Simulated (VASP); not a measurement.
# Ir (Pm-3m) in VASP: notebook, part 2 of 2

VASP 6.6.1. The steps go on from the part before.

### Step 5. Single point, LDA (volume scaled by 0.68, level accurate)

The input, INCAR:

```
SYSTEM = Ir
ALGO = Normal
EDIFF = 1E-6
ENCUT = 520
ISIF = 2
ISMEAR = -1
LASPH = .True.
LCHARG = .True.
LELF = .True.
LREAL = .False.
LVHAR = .True.
LWAVE = .False.
NBANDS = 10
NELM = 60
PREC = Accurate
SIGMA = 0.1
```

The input, KPOINTS:

```
k-points
0
Gamma
  15 15 15
  0 0 0
```

The input, POSCAR:

```
Ir
1.0
    2.2219894056      0.0000000000      0.0000000000
    0.0000000000      2.2219894056      0.0000000000
    0.0000000000      0.0000000000      2.2219894056
Ir
1
Direct
    0.0000000000      0.0000000000      0.0000000000
```

Potentials or basis: VASP PAW LDA potentials, release 64 (Ir).

On the command line:

```sh
$ cat potpaw_LDA.64/Ir/POTCAR > POTCAR
$ mpirun -np 1 vasp_std > vasp.out
```

OUTCAR:

```text
SYSTEM = Ir
   EDIFF = 1E-6
   ENCUT = 520
   ISIF = 2
   ISMEAR = -1
   LASPH = .True.
   LREAL = .False.
   NELM = 60
   PREC = Accurate

 ion  position               nearest neighbor table
   1  0.000  0.000  0.000-

  LATTYP: Found a simple cubic cell.
 ALAT       =     2.2219894056

  Lattice vectors:

 A1 = (   2.2219894056,   0.0000000000,   0.0000000000)
 A2 = (   0.0000000000,   2.2219894056,   0.0000000000)
 A3 = (   0.0000000000,   0.0000000000,   2.2219894056)

Analysis of symmetry for initial positions (statically):
=====================================================================
 Subroutine PRICEL returns:
 Original cell was already a primitive cell.

 Routine SETGRP: Setting up the symmetry group for a
 simple cubic supercell.

 Subroutine GETGRP returns: Found 48 space group operations
 (whereof 48 operations were pure point group operations)
 out of a pool of 48 trial point group operations.

The static configuration has the point symmetry O_h .

Analysis of symmetry for dynamics (positions and initial velocities):
=====================================================================
 Subroutine PRICEL returns:
 Original cell was already a primitive cell.

 Routine SETGRP: Setting up the symmetry group for a
 simple cubic supercell.

 Subroutine GETGRP returns: Found 48 space group operations
 (whereof 48 operations were pure point group operations)
 out of a pool of 48 trial point group operations.

The dynamic configuration has the point symmetry O_h .

 Subroutine INISYM returns: Found 48 space group operations
 (whereof 48 operations are pure point group operations),
 and found     1 'primitive' translations

----------------------------------------------------------------------------------------

                                     Primitive cell

  volume of cell :      10.9705

  direct lattice vectors                    reciprocal lattice vectors
     2.221989406  0.000000000  0.000000000     0.450047150  0.000000000  0.000000000
     0.000000000  2.221989406  0.000000000     0.000000000  0.450047150  0.000000000
     0.000000000  0.000000000  2.221989406     0.000000000  0.000000000  0.450047150

  length of vectors
     2.221989406  2.221989406  2.221989406     0.450047150  0.450047150  0.450047150

  position of ions in fractional coordinates (direct lattice)
     0.000000000  0.000000000  0.000000000

  ion indices of the primitive-cell ions
   primitive index   ion index
                 1           1

----------------------------------------------------------------------------------------

 KPOINTS: k-points

Automatic generation of k-mesh.
 Grid dimensions read from file:
 generate k-points for:   15   15   15

 Generating k-lattice:

  Cartesian coordinates                     Fractional coordinates (reciprocal lattice)
     0.030003143  0.000000000  0.000000000     0.066666667  0.000000000  0.000000000
     0.000000000  0.030003143  0.000000000     0.000000000  0.066666667  0.000000000
     0.000000000  0.000000000  0.030003143     0.000000000  0.000000000  0.066666667

  Length of vectors
     0.030003143  0.030003143  0.030003143

  Shift w.r.t. Gamma in fractional coordinates (k-lattice)
     0.000000000  0.000000000  0.000000000

 Subroutine IBZKPT returns following result:
 ===========================================

 Found    120 irreducible k-points:

 Following reciprocal coordinates:
            Coordinates               Weight
  0.000000  0.000000  0.000000      1.000000
  0.066667  0.000000  0.000000      6.000000
  0.133333  0.000000  0.000000      6.000000
  0.200000  0.000000  0.000000      6.000000
  0.266667  0.000000  0.000000      6.000000
  0.333333  0.000000  0.000000      6.000000
[... 16 lines left out ...]
  0.266667  0.200000  0.000000     24.000000
  0.333333  0.200000  0.000000     24.000000
 [... further k-points ...]
   k-points           NKPTS =    120   k-points in BZ     NKDIM =    120   number of bands    NBANDS=     10
   number of dos      NEDOS =    301   number of ions     NIONS =      1
   total plane-waves  NPLWV =   5832
   dimension x,y,z NGX =    18 NGY =   18 NGZ =   18
   dimension x,y,z NGXF=    36 NGYF=   36 NGZF=   36
   ions per type =               1
   NGX,Y,Z   is equivalent  to a cutoff of  13.47, 13.47, 13.47 a.u.
   NGXF,Y,Z  is equivalent  to a cutoff of  26.93, 26.93, 26.93 a.u.
 SYSTEM =  Ir
   PREC   = accura    normal or accurate (medium, high low for compatibility)
   ISTART =      0    job   : 0-new  1-cont  2-samecut
   ICHARG =      2    charge: 1-file 2-atom 10-const
   ISPIN  =      1    spin polarized calculation?
   LNONCOLLINEAR =      F non collinear calculations
   LSORBIT =      F    spin-orbit coupling
   LASPH  =      T    aspherical Exc in radial PAW
   ENCUT  =  520.0 eV  38.22 Ry    6.18 a.u.   4.13  4.13  4.13*2*pi/ulx,y,z
   NELM   =     60;   NELMIN=  2; NELMDL= -5     # of ELM steps
   EDIFF  = 0.1E-05   stopping-criterion for ELM
   LREAL  =      F    real-space projection
   EDIFFG = 0.1E-04   stopping-criterion for IOM
   NSW    =      0    number of steps for IOM
   IBRION =     -1    ionic relax: 0-MD 1-quasi-New 2-CG
   NFREE  =      0    steps in history (QN), initial steepest desc. (CG)
   ISIF   =      2    stress and relaxation
   ISYM   =      2    0-nonsym 1-usesym 2-fastsym
   POTIM  = 0.5000    time-step for ionic-motion
   TEBEG  =    0.0;   TEEND  =   0.0 temperature during run
   PSTRESS=    0.0 pullay stress
   NELECT =       9.0000    total number of electrons
   NUPDOWN=      -1.0000    fix difference up-down
   EMIN   =  10.00;   EMAX   =-10.00  energy-range for DOS
   EFERMI =   0.00;   METHOD = LEGACY
   ISMEAR =    -1;   SIGMA  =   0.10  broadening in eV -4-tet -1-fermi 0-gaus
   EFERMI_NEDOS =   21; number of points for ismear=-14 and -15
   IALGO  =     38    algorithm
   IMIX   =      4    mixing-type and parameters
     AMIX     =   0.40;   BMIX     =  1.00
     AMIX_MAG =   1.60;   BMIX_MAG =  1.00
  volume/ion in A,a.u.               =      10.97        74.03
  Fermi-wavevector in a.u.,A,eV,Ry     =   1.532547  2.896093 31.955990  2.348699
  Thomas-Fermi vector in A             =   2.639737
   LORBIT       =      0    0 simple, 1 ext, 2 COOP (PROOUT), +10 PAW based schemes
   GGA     = CA    functional components
   LHFCALC =     F    Hartree Fock is set to
   AEXX    =    0.0000 exact exchange contribution
   IVDW    =     0    specifies the selected vdW correction
   LEPSILON=     F    determine dielectric tensor
   LRPA    =     F    only Hartree local field effects (RPA)
 non-spin polarized calculation
  energy-cutoff  :      520.00
  volume of cell :       10.97
 maximum number of plane-waves:       308
 NGX is ok and might be reduce to    18
   NGX =  9   NGY =  9   NGZ =  9

 number of electron       8.9999999 magnetization

 Free energy of the ion-electron system (eV)
  ---------------------------------------------------
  ext. energy  EPLUGINS =         0.00000000
  ---------------------------------------------------
  free energy    TOTEN  =        -6.05810370 eV

  energy without entropy =       -6.03143315  energy(sigma->0) =       -6.04476842

 E-fermi :  15.2557     XC(G=0): -15.4731

 val. band max:       15.2329629979   @ k =   0.2667   0.2667   0.2000
 cond. band min:      15.2680783656   @ k =   0.1333   0.1333   0.0000
 fundamental gap:      0.0351153678
 Fermi energy:        15.2556716736

 k-point     1 :       0.0000    0.0000    0.0000
  band No.  band energies     occupation
      1       1.7262      2.00000
      2       4.3559      2.00000
      3       4.3559      2.00000
      4      17.9305      0.00000
      5      17.9305      0.00000
      6      17.9305      0.00000
      7      33.8028      0.00000
      8      33.8028      0.00000
      9      33.8028      0.00000
     10      42.4378      0.00000

 k-point     2 :       0.0667    0.0000    0.0000
  band No.  band energies     occupation
      1       1.9424      2.00000
      2       4.4086      2.00000
      3       4.6342      2.00000
      4      17.5695      0.00000
      5      17.5695      0.00000
      6      17.9568      0.00000
      7      32.6887      0.00000
      8      34.2598      0.00000
      9      34.2598      0.00000
     10      42.6654      0.00000
[... 274 lines left out ...]
 k-point    24 :       0.3333    0.2000    0.0000
  band No.  band energies     occupation
      1       5.4327      2.00000
      2       7.1862      2.00000
      3       9.5799      2.00000
      4      13.6408      2.00000
      5      14.0537      1.99999
      6      16.1763      0.00020
      7      26.9495      0.00000
      8      33.3693      0.00000
      9      35.9899      0.00000
     10      43.5534      0.00000

 [... further k-points ...]
[... 5 lines left out ...]
  --------------------------------------------------------------------------------------
  -------------------------------------------------------------------------------------
  Total       19.1718878     19.1718878     19.1718878      0.0000000     -0.0000000     -0.0000000
  in kB     2799.9450646   2799.9450646   2799.9450646      0.0000000     -0.0000000     -0.0000000
  external PRESSURE =    2799.9450646 kB  Pullay stress =       0.0000000 kB

 VOLUME and BASIS-vectors are now :
 -----------------------------------------------------------------------------
  energy-cutoff  :      520.00
  volume of cell :       10.97
      direct lattice vectors                 reciprocal lattice vectors
     2.221989406  0.000000000  0.000000000     0.450047150  0.000000000  0.000000000
     0.000000000  2.221989406  0.000000000     0.000000000  0.450047150  0.000000000
     0.000000000  0.000000000  2.221989406     0.000000000  0.000000000  0.450047150

 POSITION                                       TOTAL-FORCE (eV/Angst)
 -----------------------------------------------------------------------------------
      0.00000      0.00000      0.00000         0.000000      0.000000      0.000000
 -----------------------------------------------------------------------------------
    total drift:                               -0.000000      0.000000      0.000000

  FREE ENERGIE OF THE ION-ELECTRON SYSTEM (eV)
  ---------------------------------------------------
  free  energy   TOTEN  =        -6.0581036991 eV

  energy  without entropy=       -6.0314331504  energy(sigma->0) =       -6.04476842
```

stdout:

```text
POSCAR found type information on POSCAR Ir
 POSCAR found :  1 types and       1 ions
 scaLAPACK will be used
 LDA part: xc-table for (Slater(with rela. corr.)+CA(PZ))
 , standard interpolation
 POSCAR, INCAR and KPOINTS ok, starting setup
 FFT: planning ... GRIDC
 FFT: planning ... GRID_SOFT
 FFT: planning ... GRID
 WAVECAR not read
 entering main loop
```

It took 14 s on 1 thread of AMD EPYC 7R13, shared host; peak memory 0.1 GiB.

Results:

| Item | Value |
| --- | --- |
| Free energy | -6.0581 eV |
| Pressure | 280.0 GPa |

Caveat: spin-orbit coupling is left out, which moves the levels of the heavy elements.
